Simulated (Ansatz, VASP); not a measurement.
CaS4: VASP beside Ansatz

Contents of INCAR:

```
PREC     = Accurate       # precision mode
ENCUT    = 600            # plane-wave cutoff, eV
EDIFF    = 1E-6           # SCF threshold, eV
ISMEAR   = 0              # smearing method
SIGMA    = 0.1            # smearing width, eV
LREAL    = F              # projectors in reciprocal space
LASPH    = T              # aspherical terms in the spheres
NELM     = 100            # most SCF steps
ALGO     = Normal         # electronic algorithm
ISIF     = 3              # what is computed and relaxed
LWAVE    = F              # write WAVECAR
LCHARG   = F              # write CHGCAR
GGA      = PE             # functional
IBRION   = 2              # ionic algorithm
NSW      = 90             # ionic steps
EDIFFG   = -0.04          # ionic threshold
```

KPOINTS

```
Automatic mesh
0
Gamma
  4 4 4
```

File POSCAR:

```
CaS4
1.0
    5.0183870700      0.0000000000      0.0000000000
    0.0000000000      5.0183870700      0.0000000000
    0.0000000000      0.0000000000      5.0183870700
Ca S
1 4
Direct
    0.5000000000      0.5000000000      0.5000000000
    0.5000000000      0.0000000000      0.0000000000
    0.0000000000      0.5000000000      0.0000000000
    0.0000000000      0.0000000000      0.5000000000
    0.0000000000      0.0000000000      0.0000000000
```

Input for Ansatz:

```yaml
crystal:
  lattice:
    - [5.01838707, 0.0, 0.0]
    - [0.0, 5.01838707, 0.0]
    - [0.0, 0.0, 5.01838707]
  atoms:
    - { symbol: Ca, position: [0.5, 0.5, 0.5] }
    - { symbol: S, position: [0.5, 0.0, 0.0] }
    - { symbol: S, position: [0.0, 0.5, 0.0] }
    - { symbol: S, position: [0.0, 0.0, 0.5] }
    - { symbol: S, position: [0.0, 0.0, 0.0] }
basis:
  ecutwfc: 420
kpoints:
  mp_grid: { grid: [4, 4, 4] }
hamiltonian:
  xc: pbe
scf:
  occupations: { method: gaussian, width: 0.1 }
  lower_state_search: "off"
output:
  forces: true
  stress: true
  eigenvalues: true
relax:
  adjacent_minimum: "off"
  f_tol: 0.04
  max_steps: 70
  cell: { stress_tol: 0.4 }
```

Alike in both runs: task relaxation of cell and atoms; functional PBE; k mesh 4 × 4 × 4; occupations gaussian, width 0.1 eV; no spin polarisation.

```csv
,VASP,Ansatz
version,VASP 6.6.1,Ansatz 0.2.0
potentials or method,"VASP PAW PBE potentials, release 64 (Ca_sv, S), cutoff 600 eV","scalar-relativistic, plane waves, PAW"
valence electrons in the cell,34,34
```

VASP gave:

* gap on the k mesh at the Fermi level, each at its own relaxed structure (eV): none
* relaxed volume (Å³/atom): 20.24
* relaxed length of the cell vector where the two differ most in proportion (Å): 4.660

Task: Which values does Ansatz return?

Result: gap on the k mesh at the Fermi level, each at its own relaxed structure (eV): none; relaxed volume (Å³/atom): 20.35; relaxed length of the cell vector where the two differ most in proportion (Å): 4.668.

A gap of «none» marks a metal or a gap that the smearing closes.

Noted on VASP's run: the volume moved by over 15 % at a fixed basis, so the end points are rough.
